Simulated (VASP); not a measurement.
Write the native input for VASP 6.6.1 that does the following.

| Item | Value |
| --- | --- |
| Task | relaxation of shape and atoms at fixed volume |
| Functional | PBEsol |
| Potentials or basis | VASP PAW PBE potentials, release 64 (S) |
| Cutoff | 600 eV |
| k mesh | 15 × 15 × 8 |
| Occupations | fermi-dirac, width 0.05 eV |
| Spin | no spin polarisation |
| Dipole correction | no |
| Further INCAR settings | ALGO = Normal; EDIFF = 1e-07; IBRION = 2; EDIFFG = -0.005; NSW = 50; ISIF = 4 |

The structure of S lies in POSCAR:

```
S
1.0
    2.9942642067      0.0000000000      0.0000000000
   -1.4971321033      2.5931088687      0.0000000000
    0.0000000000      0.0000000000      3.2145128880
S
2
Direct
    0.3333333333      0.6666666667      0.2500000000
    0.6666666667      0.3333333333      0.7500000000
```

This isn't the form of S at room conditions, which is orthorhombic, of S8 rings.

The input as run:

INCAR

```
ALGO = Normal
EDIFF = 1E-7
EDIFFG = -0.005
ENCUT = 600
GGA = PS
IBRION = 2
ISIF = 4
ISMEAR = -1
LASPH = True
LCHARG = False
LREAL = False
LWAVE = False
NELM = 60
NSW = 50
PREC = Accurate
SIGMA = 0.05
```

KPOINTS

```
k-points
0
Gamma
  15 15 8
```

Potentials or basis: VASP PAW PBE potentials, release 64 (S).

Run with:

```console
$ cat potpaw_PBE.64/S/POTCAR > POTCAR
$ mpirun -np 1 vasp_std > vasp.out
```

Results of the run:

| Quantity | Value |
| --- | --- |
| Energy gained by relaxing | 46.1 meV/atom |
| Ionic steps | 4 |
| Pressure after relaxing | 32.2 GPa |
| Band gap on the k mesh | zero (bands 6 and 7 overlap by 3.62 eV) |

Caveat: the PAW data sets were made with another functional, which shifts forces and pressure a little.

Wall time 95 s on 1 thread of Intel Xeon 8259CL, with other jobs on the host, peak memory 0.16 GiB.
